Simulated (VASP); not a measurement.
Set up this calculation in VASP 6.6.1, as the native input.

- Task: single point
- Functional: PBEsol
- Potentials or basis: VASP PAW PBE potentials, release 64 (Zn, O)
- Cutoff: 520 eV
- k mesh: 9 × 9 × 6
- Occupations: gaussian, width 0.05 eV
- Spin: no spin polarisation
- Dipole correction: no
- Further INCAR settings: ALGO = Normal; EDIFF = 1e-06; NBANDS = 26

The structure of ZnO lies in POSCAR:

```
ZnO
1.0
    3.2601408460      0.0000000000      0.0000000000
   -1.6300704230      2.8233647925      0.0000000000
    0.0000000000      0.0000000000      5.1223332972
Zn O
2 2
Direct
    0.3333333333      0.6666666667      0.0015754469
    0.6666666667      0.3333333333      0.5015754469
    0.3333333333      0.6666666667      0.3654345349
    0.6666666667      0.3333333333      0.8654345349
```

This cell differs from its parent crystal: c/a of the conventional cell at fixed volume 1.5712.

One way to write it, as run:

INCAR

```
SYSTEM = ZnO
  PREC = Accurate
  ENCUT = 520
  EDIFF = 1E-6
  ISMEAR = 0
  SIGMA = 0.05
  LREAL = .FALSE.
  LASPH = .TRUE.
  NELM = 60
  ALGO = Normal
  ISIF = 2
  LWAVE = .FALSE.
  LCHARG = .TRUE.
  GGA = PS
  LELF = .TRUE.
  LVHAR = .TRUE.
  NBANDS = 26
```

KPOINTS

```
Automatic mesh
0
G
  9 9 6
  0 0 0
```

Potentials or basis: VASP PAW PBE potentials, release 64 (Zn, O).

Run with:

```bash
$ cat potpaw_PBE.64/Zn/POTCAR potpaw_PBE.64/O/POTCAR > POTCAR
$ mpirun -np 1 vasp_std > vasp.out
```

Results of the run:

| Item | Value |
| --- | --- |
| Pressure | 2.3 GPa |
| Largest force | 1.088 eV/Å |
| Band gap on the k mesh | 0.72 eV, direct |

Caveat: the PAW data sets were made with another functional, which shifts forces and pressure a little.

Run time: 25 s on 1 thread of Intel(R) Xeon(R) Platinum 8488C (Sapphire Rapids), on a shared host, peak memory 0.18 GiB.
